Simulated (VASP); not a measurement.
# AlN (P6_3mc) in VASP: notebook, part 2 of 2

VASP 6.6.1. Earlier steps stand in the parts before.

### 3 Relaxation of shape and atoms at fixed volume, PBE

Input file INCAR:

```
SYSTEM = AlN
PREC = Accurate
ENCUT = 600
EDIFF = 1E-7
ISMEAR = 0
SIGMA = 0.05
LREAL = .FALSE.
LASPH = .TRUE.
NELM = 120
ALGO = Normal
ISIF = 4
LWAVE = .FALSE.
LCHARG = .FALSE.
GGA = PE
IBRION = 2
NSW = 60
EDIFFG = -0.015
GGA_COMPAT = .FALSE.
NELMIN = 4
```

Input file KPOINTS:

```
regular mesh
0
G
  8 8 6
  0 0 0
```

Input file POSCAR:

```
AlN
1.0
    3.1110016497      0.0000000000      0.0000000000
   -1.5555008249      2.6942064599      0.0000000000
    0.0000000000      0.0000000000      4.9779991970
Al N
2 2
Direct
    0.3333333333      0.6666666667      0.0000000000
    0.6666666667      0.3333333333      0.5000000000
    0.3333333333      0.6666666667      0.3850000000
    0.6666666667      0.3333333333      0.8850000000
```

Potentials or basis: VASP PAW PBE potentials, release 64 (Al, N).

On the command line:

```sh
$ cat potpaw_PBE.64/Al/POTCAR potpaw_PBE.64/N/POTCAR > POTCAR
$ mpirun -np 1 vasp_std > vasp.out
```

OUTCAR:

```text
SYSTEM = AlN
   PREC = Accurate
   ENCUT = 600
   EDIFF = 1E-7
   ISMEAR = 0
   LREAL = .FALSE.
   LASPH = .TRUE.
   NELM = 120
   ISIF = 4
   GGA = PE
   IBRION = 2
   NSW = 60
   EDIFFG = -0.015
   NELMIN = 4

 ion  position               nearest neighbor table
   1  0.333  0.667  0.000-   4 1.89   4 1.89   4 1.89   3 1.92   2 3.07   2 3.07   2 3.07   2 3.07
                             2 3.07   2 3.07
   2  0.667  0.333  0.500-   3 1.89   3 1.89   3 1.89   4 1.92   1 3.07   1 3.07   1 3.07   1 3.07
                             1 3.07   1 3.07
   3  0.333  0.667  0.385-   2 1.89   2 1.89   2 1.89   1 1.92
   4  0.667  0.333  0.885-   1 1.89   1 1.89   1 1.89   2 1.92

  LATTYP: Found a hexagonal cell.
 ALAT       =     3.1110016497
 C/A-ratio  =     1.6001274694

  Lattice vectors:

 A1 = (   3.1110016497,   0.0000000000,   0.0000000000)
 A2 = (  -1.5555008249,   2.6942064599,   0.0000000000)
 A3 = (   0.0000000000,   0.0000000000,   4.9779991970)

Analysis of symmetry for initial positions (statically):
=====================================================================
 Subroutine PRICEL returns:
 Original cell was already a primitive cell.

 Routine SETGRP: Setting up the symmetry group for a
 hexagonal supercell.

 Subroutine GETGRP returns: Found 12 space group operations
 (whereof  6 operations were pure point group operations)
 out of a pool of 24 trial point group operations.

The static configuration has the point symmetry C_3v.
 The point group associated with its full space group is C_6v.

Analysis of symmetry for dynamics (positions and initial velocities):
=====================================================================
 Subroutine PRICEL returns:
 Original cell was already a primitive cell.

 Routine SETGRP: Setting up the symmetry group for a
 hexagonal supercell.

 Subroutine GETGRP returns: Found 12 space group operations
 (whereof  6 operations were pure point group operations)
 out of a pool of 24 trial point group operations.

The dynamic configuration has the point symmetry C_3v.
 The point group associated with its full space group is C_6v.

 Subroutine INISYM returns: Found 12 space group operations
 (whereof  6 operations are pure point group operations),
 and found     1 'primitive' translations

----------------------------------------------------------------------------------------

                                     Primitive cell

  volume of cell :      41.7240

  direct lattice vectors                    reciprocal lattice vectors
     3.111001650  0.000000000  0.000000000     0.321439881  0.185583402  0.000000000
    -1.555500825  2.694206460  0.000000000     0.000000000  0.371166804  0.000000000
     0.000000000  0.000000000  4.977999197     0.000000000  0.000000000  0.200883922

  length of vectors
     3.111001650  3.111001650  4.977999197     0.371166804  0.371166804  0.200883922

  position of ions in fractional coordinates (direct lattice)
     0.333333333  0.666666667  0.000000000
     0.666666667  0.333333333  0.500000000
     0.333333333  0.666666667  0.385000000
     0.666666667  0.333333333  0.885000000

  ion indices of the primitive-cell ions
   primitive index   ion index
                 1           1
                 2           2
[... 66 lines left out ...]
   ISTART =      0    job   : 0-new  1-cont  2-samecut
   ICHARG =      2    charge: 1-file 2-atom 10-const
   ISPIN  =      1    spin polarized calculation?
   LNONCOLLINEAR =      F non collinear calculations
   LSORBIT =      F    spin-orbit coupling
   LASPH  =      T    aspherical Exc in radial PAW
   ENCUT  =  600.0 eV  44.10 Ry    6.64 a.u.   6.21  6.21  9.94*2*pi/ulx,y,z
   NELM   =    120;   NELMIN=  4; NELMDL= -5     # of ELM steps
   EDIFF  = 0.1E-06   stopping-criterion for ELM
   LREAL  =      F    real-space projection
   EDIFFG = -.1E-01   stopping-criterion for IOM
   NSW    =     60    number of steps for IOM
   IBRION =      2    ionic relax: 0-MD 1-quasi-New 2-CG
   NFREE  =      1    steps in history (QN), initial steepest desc. (CG)
   ISIF   =      4    stress and relaxation
   ISYM   =      2    0-nonsym 1-usesym 2-fastsym
   POTIM  = 0.5000    time-step for ionic-motion
   TEBEG  =    0.0;   TEEND  =   0.0 temperature during run
   PSTRESS=    0.0 pullay stress
   NELECT =      16.0000    total number of electrons
   NUPDOWN=      -1.0000    fix difference up-down
   EMIN   =  10.00;   EMAX   =-10.00  energy-range for DOS
   EFERMI =   0.00;   METHOD = LEGACY
   ISMEAR =     0;   SIGMA  =   0.05  broadening in eV -4-tet -1-fermi 0-gaus
   EFERMI_NEDOS =   21; number of points for ismear=-14 and -15
   IALGO  =     38    algorithm
   IMIX   =      4    mixing-type and parameters
     AMIX     =   0.40;   BMIX     =  1.00
     AMIX_MAG =   1.60;   BMIX_MAG =  1.00
  volume/ion in A,a.u.               =      10.43        70.39
  Fermi-wavevector in a.u.,A,eV,Ry     =   1.189377  2.247597 19.247040  1.414617
  Thomas-Fermi vector in A             =   2.325486
   LORBIT       =      0    0 simple, 1 ext, 2 COOP (PROOUT), +10 PAW based schemes
   GGA     = PE    functional components
   LHFCALC =     F    Hartree Fock is set to
   AEXX    =    0.0000 exact exchange contribution
   IVDW    =     0    specifies the selected vdW correction
   LEPSILON=     F    determine dielectric tensor
   LRPA    =     F    only Hartree local field effects (RPA)
 conjugate gradient relaxation of ions
 non-spin polarized calculation
 Gauss-broadening in eV      SIGMA  =   0.05
  energy-cutoff  :      600.00
  volume of cell :       41.72
 maximum number of plane-waves:      1412
 NGX is ok and might be reduce to    28
   NGX = 13   NGY = 13   NGZ = 19

--------------------------------------- Ionic step        1  -------------------------------------------

 number of electron      16.0000001 magnetization

 Free energy of the ion-electron system (eV)
  ---------------------------------------------------
  ext. energy  EPLUGINS =         0.00000000
  ---------------------------------------------------
  free energy    TOTEN  =       -29.77098621 eV

  energy without entropy =      -29.77098621  energy(sigma->0) =      -29.77098621

------------------------ aborting loop because EDIFF is reached ----------------------------------------

  FORCE on cell =-STRESS in cart. coord.  units (eV):
  Direction    XX          YY          ZZ          XY          YZ          ZX
  --------------------------------------------------------------------------------------
  -------------------------------------------------------------------------------------
  Total        1.1108056      1.1108056      0.6398036     -0.0000000      0.0000000      0.0000000
  in kB       42.6542885     42.6542885     24.5680877     -0.0000000      0.0000000      0.0000000
  external PRESSURE =      36.6255549 kB  Pullay stress =       0.0000000 kB
[... 139 lines left out ...]
--------------------------------------- Ionic step        5  -------------------------------------------

 number of electron      16.0000000 magnetization

 Free energy of the ion-electron system (eV)
  ---------------------------------------------------
  ext. energy  EPLUGINS =         0.00000000
  ---------------------------------------------------
  free energy    TOTEN  =       -29.77370024 eV

  energy without entropy =      -29.77370024  energy(sigma->0) =      -29.77370024

 E-fermi :   6.3901     XC(G=0): -10.9153

 val. band max:        6.1574767320   @ k =   0.0000   0.0000   0.0000
 cond. band min:      10.3797385534   @ k =   0.0000   0.0000   0.0000
 fundamental gap:      4.2222618215
 Fermi energy:         6.3900547928

 k-point     1 :       0.0000    0.0000    0.0000
  band No.  band energies     occupation
      1      -9.0313      2.00000
      2      -6.8867      2.00000
      3       0.1609      2.00000
      4       5.3043      2.00000
      5       5.3043      2.00000
      6       5.9514      2.00000
      7       5.9514      2.00000
      8       6.1575      2.00000
      9      10.3797      0.00000
     10      12.8443      0.00000
     11      16.7779      0.00000
     12      17.3341      0.00000
[... 331 lines left out ...]
 k-point    24 :       0.3750   -0.0000    0.3333
  band No.  band energies     occupation
      1      -7.2542      2.00000
      2      -6.6495      2.00000
      3       0.8805      2.00000
      4       1.5177      2.00000
      5       3.7332      2.00000
      6       4.5044      2.00000
      7       5.1633      2.00000
      8       5.2036      2.00000
      9      11.4914      0.00000
     10      12.3672      0.00000
     11      15.1942      0.00000
     12      16.1465      0.00000

 [... further k-points ...]

------------------------ aborting loop because EDIFF is reached ----------------------------------------

  FORCE on cell =-STRESS in cart. coord.  units (eV):
  Direction    XX          YY          ZZ          XY          YZ          ZX
  --------------------------------------------------------------------------------------
  -------------------------------------------------------------------------------------
  Total        0.9852371      0.9852371      0.9259885     -0.0000000     -0.0000000      0.0000000
  in kB       37.8325328     37.8325328     35.5574181     -0.0000000     -0.0000000      0.0000000
  external PRESSURE =      37.0741612 kB  Pullay stress =       0.0000000 kB
[... 19 lines left out ...]
  FREE ENERGIE OF THE ION-ELECTRON SYSTEM (eV)
  ---------------------------------------------------
  free  energy   TOTEN  =       -29.7737002448 eV

  energy  without entropy=      -29.7737002448  energy(sigma->0) =      -29.77370024

 reached required accuracy - stopping structural energy minimisation
```

OSZICAR:

```text
N       E                     dE             d eps       ncg     rms          rms(c)
DAV:   1     0.592438648454E+02    0.59244E+02   -0.81964E+03   960   0.134E+03
[... 40 lines left out ...]
   4 F= -.29773638E+02 E0= -.29773638E+02  d E =-.317317E-03
       N       E                     dE             d eps       ncg     rms          rms(c)
DAV:   1    -0.297739657455E+02   -0.32781E-03   -0.56530E-02   960   0.227E+00    0.955E-02
DAV:   2    -0.297738008717E+02    0.16487E-03   -0.47230E-04  1216   0.212E-01    0.542E-02
DAV:   3    -0.297736994049E+02    0.10147E-03   -0.13263E-04  1180   0.100E-01    0.362E-03
DAV:   4    -0.297737001495E+02   -0.74464E-06   -0.80743E-06  1096   0.267E-02    0.299E-03
DAV:   5    -0.297737002448E+02   -0.95248E-07   -0.20202E-07   920   0.428E-03
   5 F= -.29773700E+02 E0= -.29773700E+02  d E =-.379578E-03
```

CONTCAR:

```text
AlN
   1.00000000000000
     3.1089865001583510   -0.0000000000019596   -0.0000000000000000
    -1.5544932501308399    2.6924612892084796    0.0000000000000000
     0.0000000000000000    0.0000000000000000    4.9844544606801513
  Al              N
     2     2
Direct
     0.3333333332999970    0.6666666667000030    0.0017473196591330
     0.6666666667000030    0.3333333332999970    0.5017473196591331
     0.3333333332999970    0.6666666667000030    0.3832526803408650
     0.6666666667000030    0.3333333332999970    0.8832526803408649

  0.00000000E+00  0.00000000E+00  0.00000000E+00
  0.00000000E+00  0.00000000E+00  0.00000000E+00
  0.00000000E+00  0.00000000E+00  0.00000000E+00
  0.00000000E+00  0.00000000E+00  0.00000000E+00
```

It took 62 s on 1 thread of Intel Xeon Platinum 8375C at 2.90GHz (Ice Lake), shared host; peak memory 0.18 GiB.

Results:

| Quantity | Value |
| --- | --- |
| Free energy | -29.7737 eV |
| Energy gained by relaxing | 0.7 meV/atom |
| Ionic steps | 5 |
| Pressure after relaxing | 3.7 GPa |
| Largest force after relaxing | 0.008 eV/Å |
| Band gap on the k mesh | 4.22 eV, direct |

Forces on the atoms (eV/Å):
```
Al   0.000  0.000 -0.008
Al   0.000  0.000 -0.008
N    0.000  0.000  0.008
N    0.000  0.000  0.008
```

The path:
```
step  energy change (eV)  largest force (eV/Å)  pressure (GPa)  volume (Å³)
   1              0.0000                0.1814            3.66        41.72
   2             -0.0009                0.1041            3.65        41.72
   3             -0.0023                0.0239            3.63        41.72
   4             -0.0027                0.0115            3.66        41.72
   5             -0.0027                0.0080            3.71        41.72
```

Final structure:
```xyz
4
Lattice="3.1090 0.0000 0.0000 -1.5545 2.6925 0.0000 0.0000 0.0000 4.9845" Properties=species:S:1:pos:R:3 pbc="T T T"
Al    0.0000    1.7950    0.0087
Al    1.5545    0.8975    2.5009
N     0.0000    1.7950    1.9103
N     1.5545    0.8975    4.4025
```

A k mesh can miss the band edges.
